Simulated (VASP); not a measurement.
# Ir in VASP: single point with LDA

Aim: the single point of Ir with LDA.

Everything below comes from runs of VASP 6.6.1. Logs are shortened: lines on timing, memory, paths and dates and some standing lists are left out, and cuts for length are marked.

## (1) The cell of the first run

The cell holds a slab with vacuum, 5 atoms: a = 2.695 Å, b = 2.695 Å, c = 24.803 Å, α = 90.00°, β = 90.00°, γ = 120.00°.

## (2) Single point, LDA

Contents of POSCAR:

```
Ir
1.0
    2.6954010160      0.0000000000      0.0000000000
   -1.3477005080      2.3342857532      0.0000000000
    0.0000000000      0.0000000000     24.8031000000
Ir
5
Direct
    0.8333333330      0.1666666670      0.3225394639
    0.1666666670      0.8333333330      0.4112697317
    0.5000000000      0.5000000000      0.5000000000
    0.8333333330      0.1666666670      0.5887302683
    0.1666666670      0.8333333330      0.6774605361
```

Contents of INCAR.step1:

```
PREC     = Accurate       # precision mode
ENCUT    = 520            # plane-wave cutoff, eV
EDIFF    = 1E-6           # SCF threshold, eV
ISMEAR   = -1             # smearing method
SIGMA    = 0.08           # smearing width, eV
LREAL    = False          # projectors in reciprocal space
LASPH    = True           # aspherical terms in the spheres
NELM     = 60             # most SCF steps
ALGO     = Normal         # electronic algorithm
ISIF     = 2              # what is computed and relaxed
LWAVE    = False          # write WAVECAR
LCHARG   = True           # write CHGCAR
LMAXMIX  = 4              # l up to which the mixer works
LDIPOL   = True         
IDIPOL   = 3            
DIPOL    = 0.5 0.5 0.500
GGA      = CA             # functional
NBANDS   = 30             # bands
```

Contents of KPOINTS.step1:

```
regular mesh
0
Gamma
  15 15 1
```

Contents of INCAR.step2:

```
PREC     = Accurate       # precision mode
ENCUT    = 520            # plane-wave cutoff, eV
EDIFF    = 1E-6           # SCF threshold, eV
ISMEAR   = -5             # smearing method
SIGMA    = 0.08           # smearing width, eV
LREAL    = False          # projectors in reciprocal space
LASPH    = True           # aspherical terms in the spheres
NELM     = 60             # most SCF steps
ALGO     = Normal         # electronic algorithm
ISIF     = 2              # what is computed and relaxed
LWAVE    = False          # write WAVECAR
LCHARG   = False          # write CHGCAR
LMAXMIX  = 4              # l up to which the mixer works
LDIPOL   = True         
IDIPOL   = 3            
DIPOL    = 0.5 0.5 0.500
GGA      = CA             # functional
LORBIT   = 11             # projections on sites
NBANDS   = 30             # bands
NEDOS    = 2001           # points of the DOS
ICHARG   = 11             # starting density
```

Contents of KPOINTS.step2:

```
regular mesh
0
Gamma
  23 23 1
```

Potentials or basis: VASP PAW LDA potentials, release 64 (Ir).

Run with:

```bash
$ cat potpaw_LDA.64/Ir/POTCAR > POTCAR
$ cp INCAR.step1 INCAR
$ cp KPOINTS.step1 KPOINTS
$ mpirun -np 1 vasp_std > vasp.out
$ cp INCAR.step2 INCAR
$ cp KPOINTS.step2 KPOINTS
$ mpirun -np 1 vasp_std > vasp.out
```

OUTCAR:

```text
PREC = Accurate
   ENCUT = 520
   EDIFF = 1E-6
   ISMEAR = -5
   LREAL = False
   LASPH = True
   NELM = 60
   ISIF = 2
   GGA = CA
   LORBIT = 11
   ICHARG = 11

 ion  position               nearest neighbor table
   1  0.833  0.167  0.323-   2 2.70   2 2.70   2 2.70
   2  0.167  0.833  0.411-   1 2.70   1 2.70   1 2.70   3 2.70   3 2.70   3 2.70
   3  0.500  0.500  0.500-   2 2.70   4 2.70   4 2.70   2 2.70   2 2.70   4 2.70
   4  0.833  0.167  0.589-   5 2.70   5 2.70   5 2.70   3 2.70   3 2.70   3 2.70
   5  0.167  0.833  0.677-   4 2.70   4 2.70   4 2.70

  LATTYP: Found a hexagonal cell.
 ALAT       =     2.6954010160
 C/A-ratio  =     9.2020073647

  Lattice vectors:

 A1 = (   2.6954010160,   0.0000000000,   0.0000000000)
 A2 = (  -1.3477005080,   2.3342857532,   0.0000000000)
 A3 = (   0.0000000000,   0.0000000000,  24.8031000000)

Analysis of symmetry for initial positions (statically):
=====================================================================
 Subroutine PRICEL returns:
 Original cell was already a primitive cell.

 Routine SETGRP: Setting up the symmetry group for a
 hexagonal supercell.

 Subroutine GETGRP returns: Found 12 space group operations
 (whereof  4 operations were pure point group operations)
 out of a pool of 24 trial point group operations.

The static configuration has the point symmetry C_2h.
 The point group associated with its full space group is D_3d.

Analysis of symmetry for dynamics (positions and initial velocities):
=====================================================================
 Subroutine PRICEL returns:
 Original cell was already a primitive cell.

 Routine SETGRP: Setting up the symmetry group for a
 hexagonal supercell.

 Subroutine GETGRP returns: Found 12 space group operations
 (whereof  4 operations were pure point group operations)
 out of a pool of 24 trial point group operations.

The dynamic configuration has the point symmetry C_2h.
 The point group associated with its full space group is D_3d.

 Subroutine INISYM returns: Found 12 space group operations
 (whereof  4 operations are pure point group operations),
 and found     1 'primitive' translations

----------------------------------------------------------------------------------------

                                     Primitive cell

  volume of cell :     156.0570

  direct lattice vectors                    reciprocal lattice vectors
     2.695401016  0.000000000  0.000000000     0.371002309  0.214198283  0.000000000
    -1.347700508  2.334285753  0.000000000     0.000000000  0.428396566  0.000000000
     0.000000000  0.000000000 24.803100000     0.000000000  0.000000000  0.040317541

  length of vectors
     2.695401016  2.695401016 24.803100000     0.428396566  0.428396566  0.040317541

  position of ions in fractional coordinates (direct lattice)
     0.833333333  0.166666667  0.322539464
     0.166666667  0.833333333  0.411269732
     0.500000000  0.500000000  0.500000000
     0.833333333  0.166666667  0.588730268
     0.166666667  0.833333333  0.677460536

  ion indices of the primitive-cell ions
   primitive index   ion index
                 1           1
                 2           2
                 3           3
                 4           4
                 5           5

----------------------------------------------------------------------------------------

 KPOINTS: regular mesh

Automatic generation of k-mesh.
 Grid dimensions read from file:
 generate k-points for:   23   23    1

 Generating k-lattice:

  Cartesian coordinates                     Fractional coordinates (reciprocal lattice)
     0.016130535  0.009312969  0.000000000     0.043478261  0.000000000  0.000000000
     0.000000000  0.018625938  0.000000000     0.000000000  0.043478261  0.000000000
     0.000000000  0.000000000  0.040317541     0.000000000  0.000000000  1.000000000

  Length of vectors
     0.018625938  0.018625938  0.040317541

  Shift w.r.t. Gamma in fractional coordinates (k-lattice)
     0.000000000  0.000000000  0.000000000

 TETIRR: Found    276 inequivalent tetrahedra from     3174

 Subroutine IBZKPT returns following result:
 ===========================================

 Found     56 irreducible k-points:

 Following reciprocal coordinates:
            Coordinates               Weight
  0.000000  0.000000  0.000000      1.000000
  0.043478 -0.000000  0.000000      6.000000
  0.086957 -0.000000  0.000000      6.000000
  0.130435 -0.000000  0.000000      6.000000
  0.173913 -0.000000  0.000000      6.000000
  0.217391 -0.000000  0.000000      6.000000
[... 16 lines left out ...]
  0.478261  0.043478  0.000000      6.000000
  0.086957  0.086957  0.000000      6.000000
 [... further k-points ...]
   k-points           NKPTS =     56   k-points in BZ     NKDIM =     56   number of bands    NBANDS=     30
   number of dos      NEDOS =   2001   number of ions     NIONS =      5
   total plane-waves  NPLWV =  76800
   dimension x,y,z NGX =    20 NGY =   20 NGZ =  192
   dimension x,y,z NGXF=    40 NGYF=   40 NGZF=  384
   ions per type =               5
   NGX,Y,Z   is equivalent  to a cutoff of  12.34, 12.34, 12.87 a.u.
   NGXF,Y,Z  is equivalent  to a cutoff of  24.67, 24.67, 25.74 a.u.
 SYSTEM =  unknown system
   PREC   = accura    normal or accurate (medium, high low for compatibility)
   ISTART =      0    job   : 0-new  1-cont  2-samecut
   ICHARG =     11    charge: 1-file 2-atom 10-const
   ISPIN  =      1    spin polarized calculation?
   LNONCOLLINEAR =      F non collinear calculations
   LSORBIT =      F    spin-orbit coupling
   LASPH  =      T    aspherical Exc in radial PAW
   ENCUT  =  520.0 eV  38.22 Ry    6.18 a.u.   5.01  5.01 46.12*2*pi/ulx,y,z
   NELM   =     60;   NELMIN=  2; NELMDL=  0     # of ELM steps
   EDIFF  = 0.1E-05   stopping-criterion for ELM
   LREAL  =      F    real-space projection
   EDIFFG = 0.1E-04   stopping-criterion for IOM
   NSW    =      0    number of steps for IOM
   IBRION =     -1    ionic relax: 0-MD 1-quasi-New 2-CG
   NFREE  =      0    steps in history (QN), initial steepest desc. (CG)
   ISIF   =      2    stress and relaxation
   ISYM   =      2    0-nonsym 1-usesym 2-fastsym
   POTIM  = 0.5000    time-step for ionic-motion
   TEBEG  =    0.0;   TEEND  =   0.0 temperature during run
   PSTRESS=    0.0 pullay stress
   NELECT =      45.0000    total number of electrons
   NUPDOWN=      -1.0000    fix difference up-down
   EMIN   =  10.00;   EMAX   =-10.00  energy-range for DOS
   EFERMI =   0.00;   METHOD = LEGACY
   ISMEAR =    -5;   SIGMA  =   0.08  broadening in eV -4-tet -1-fermi 0-gaus
   EFERMI_NEDOS =   21; number of points for ismear=-14 and -15
   IALGO  =     38    algorithm
   IMIX   =      4    mixing-type and parameters
     AMIX     =   0.40;   BMIX     =  1.00
     AMIX_MAG =   1.60;   BMIX_MAG =  1.00
  volume/ion in A,a.u.               =      31.21       210.62
  Fermi-wavevector in a.u.,A,eV,Ry     =   1.081561  2.043855 15.915758  1.169775
  Thomas-Fermi vector in A             =   2.217581
   LORBIT       =     11    0 simple, 1 ext, 2 COOP (PROOUT), +10 PAW based schemes
   GGA     = CA    functional components
   LHFCALC =     F    Hartree Fock is set to
   AEXX    =    0.0000 exact exchange contribution
   IVDW    =     0    specifies the selected vdW correction
   LEPSILON=     F    determine dielectric tensor
   LRPA    =     F    only Hartree local field effects (RPA)
 non-spin polarized calculation
 Fermi weights with tetrahedron method with Bloechl corrections
  energy-cutoff  :      520.00
  volume of cell :      156.06
 maximum number of plane-waves:      4271
 NGX is ok and might be reduce to    20

 number of electron      44.9999999 magnetization

 dipolmoment           0.000000      0.000000      0.000000 electrons x Angstroem

 Free energy of the ion-electron system (eV)
  ---------------------------------------------------
  ext. energy  EPLUGINS =         0.00000000
  ---------------------------------------------------
  free energy    TOTEN  =       -49.40146883 eV

  energy without entropy =      -49.40146883  energy(sigma->0) =      -49.40146883

 E-fermi :   1.4035     XC(G=0):  -7.1939

 val. band max:        1.4292739675   @ k =   0.3043   0.0870   0.0000
 cond. band min:       1.4030045929   @ k =   0.0870   0.0870   0.0000
 fundamental gap:     -0.0262693746
 Fermi energy:         1.4034956753

 k-point     1 :       0.0000    0.0000    0.0000
  band No.  band energies     occupation
      1      -9.4586      2.00000
      2      -8.3645      2.00000
      3      -7.1848      2.00000
      4      -6.5930      2.00000
      5      -6.4997      2.00000
      6      -2.8460      2.00000
[... 22 lines left out ...]
     29       1.7860      0.00000
     30       2.2790      0.00000

 k-point     2 :       0.0435   -0.0000    0.0000
  band No.  band energies     occupation
      1      -9.3827      2.00000
      2      -8.2903      2.00000
      3      -7.1088      2.00000
      4      -6.5187      2.00000
      5      -6.4226      2.00000
      6      -2.9147      2.00000
[... 22 lines left out ...]
     29       2.1312      0.00000
     30       2.2852      0.00000

 k-point     3 :       0.0870   -0.0000    0.0000
  band No.  band energies     occupation
      1      -9.1596      2.00000
      2      -8.0738      2.00000
      3      -6.8885      2.00000
      4      -6.3031      2.00000
      5      -6.1989      2.00000
      6      -3.1397      2.00000
[... 22 lines left out ...]
     29       2.3028      0.00000
     30       2.7383      0.00000

 k-point     4 :       0.1304   -0.0000    0.0000
  band No.  band energies     occupation
      1      -8.8030      2.00000
      2      -7.7347      2.00000
      3      -6.5500      2.00000
      4      -5.9732      2.00000
      5      -5.8538      2.00000
      6      -3.4721      2.00000
[... 616 lines left out ...]
     29       4.9689      0.00000
     30       6.4827      0.00000

 k-point    23 :       0.4783    0.0435    0.0000
  band No.  band energies     occupation
      1      -6.4851      2.00000
      2      -6.3732      2.00000
      3      -5.8692      2.00000
      4      -5.8327      2.00000
      5      -5.3775      2.00000
      6      -5.0394      2.00000
[... 22 lines left out ...]
     29       5.3918      0.00000
     30       5.4310      0.00000

 k-point    24 :       0.0870    0.0870    0.0000
  band No.  band energies     occupation
      1      -8.5949      2.00000
      2      -7.5390      2.00000
      3      -6.3517      2.00000
      4      -5.7793      2.00000
      5      -5.6559      2.00000
      6      -3.5462      2.00000
[... 22 lines left out ...]
     29       2.3912      0.00000
     30       3.7170      0.00000

 [... further k-points ...]

------------------------ aborting loop because EDIFF is reached ----------------------------------------

 vacuum level on the upper side and lower side of the slab       (xc-potential included)        -0.229        -0.229

  FORCE on cell =-STRESS in cart. coord.  units (eV):
  Direction    XX          YY          ZZ          XY          YZ          ZX
  --------------------------------------------------------------------------------------
  -------------------------------------------------------------------------------------
  Total       -4.4566143     -4.4566143     -1.9233583      0.0000000     -0.0000000     -0.0000000
  in kB      -45.7543360    -45.7543360    -19.7463760      0.0000000     -0.0000000     -0.0000000
  external PRESSURE =     -37.0850160 kB  Pullay stress =       0.0000000 kB

 VOLUME and BASIS-vectors are now :
 -----------------------------------------------------------------------------
  energy-cutoff  :      520.00
  volume of cell :      156.06
      direct lattice vectors                 reciprocal lattice vectors
     2.695401016  0.000000000  0.000000000     0.371002309  0.214198283  0.000000000
    -1.347700508  2.334285753  0.000000000     0.000000000  0.428396566  0.000000000
     0.000000000  0.000000000 24.803100000     0.000000000  0.000000000  0.040317541

 POSITION                                       TOTAL-FORCE (eV/Angst)
 -----------------------------------------------------------------------------------
      2.02155      0.38905      7.99998        -0.000000     -0.000000      0.396468
     -0.67385      1.94524     10.20076        -0.000000      0.000000     -0.364440
      0.67385      1.16714     12.40155         0.000000      0.000000     -0.000000
      2.02155      0.38905     14.60234         0.000000     -0.000000      0.364440
     -0.67385      1.94524     16.80312        -0.000000      0.000000     -0.396468
 -----------------------------------------------------------------------------------
    total drift:                                0.000000      0.000000     -0.000000

  FREE ENERGIE OF THE ION-ELECTRON SYSTEM (eV)
  ---------------------------------------------------
  free  energy   TOTEN  =       -49.4014688294 eV

  energy  without entropy=      -49.4014688294  energy(sigma->0) =      -49.40146883

 vacuum level on the upper side and lower side of the slab         7.077         7.077

 total charge

# of ion       s       p       d       tot
------------------------------------------
    1        0.679   0.597   6.948   8.223
    2        0.682   0.754   7.030   8.466
    3        0.690   0.766   7.004   8.460
    4        0.682   0.754   7.030   8.466
    5        0.679   0.597   6.948   8.223
--------------------------------------------------
tot          3.411   3.467  34.959  41.838
```

It took 2.9 min on 1 thread of Intel Xeon 6975P-C (Granite Rapids), shared host; peak memory 0.32 GiB.

Results:

```
Valence electrons inside the program's atomic spheres : Ir 8.22, 8.47, 8.46 (each value once)
```

Caveat: spin-orbit coupling is left out, which moves the levels of the heavy elements.
